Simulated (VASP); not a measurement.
## NaCaF3: single point with r2SCAN

NaCaF3:

```xyz
5
Lattice="4.4239 0.0000 0.0000 0.0000 4.4239 0.0000 0.0000 0.0000 4.4239" Properties=species:S:1:pos:R:3 pbc="T T T"
Na    0.0000    0.0000    0.0000
Ca    2.2120    2.2120    2.2120
F     2.2120    2.2120    0.0000
F     2.2120    0.0000    2.2120
F     0.0000    2.2120    2.2120
```

```yaml
Program: VASP 6.6.1
Task: single point
Functional: r2SCAN
Potentials_or_basis: VASP PAW PBE potentials, release 64 (Na_sv, Ca_sv, F)
Cutoff: 970 eV
k_mesh: 6 × 6 × 6
Occupations: gaussian, width 0.01 eV
Spin: no spin polarisation
```

- Pressure: -1.1 GPa
- Band gap on the k mesh: 5.83 eV (least direct gap 5.99 eV)

Levels at points of the mesh, in eV from the valence-band top:
| k point | band 17 | band 18 | band 19 | band 20 | band 21 | band 22 | band 23 | band 24 |
| --- | --- | --- | --- | --- | --- | --- | --- | --- |
| (0.00, 0.00, 0.00) | -0.40 | -0.16 | -0.16 | -0.16 | 5.83 | 10.19 | 10.19 | 10.19 |
| (0.50, 0.00, 0.00) | -0.68 | -0.50 | -0.21 | -0.21 | 7.93 | 8.72 | 10.33 | 10.58 |
| (0.50, 0.50, 0.00) | -0.67 | -0.67 | -0.40 | -0.01 | 8.99 | 10.19 | 10.19 | 10.83 |
| (0.50, 0.50, 0.50) | -1.32 | 0.00 | 0.00 | 0.00 | 9.41 | 10.66 | 10.66 | 10.66 |

Wall time 6 min on 1 thread of Intel(R) Xeon(R) Platinum 8488C (Sapphire Rapids) (shared host), peak memory 0.43 GiB.

Caveat: the PAW data sets were made with another functional, which shifts forces and pressure a little. A k mesh can miss the band edges.
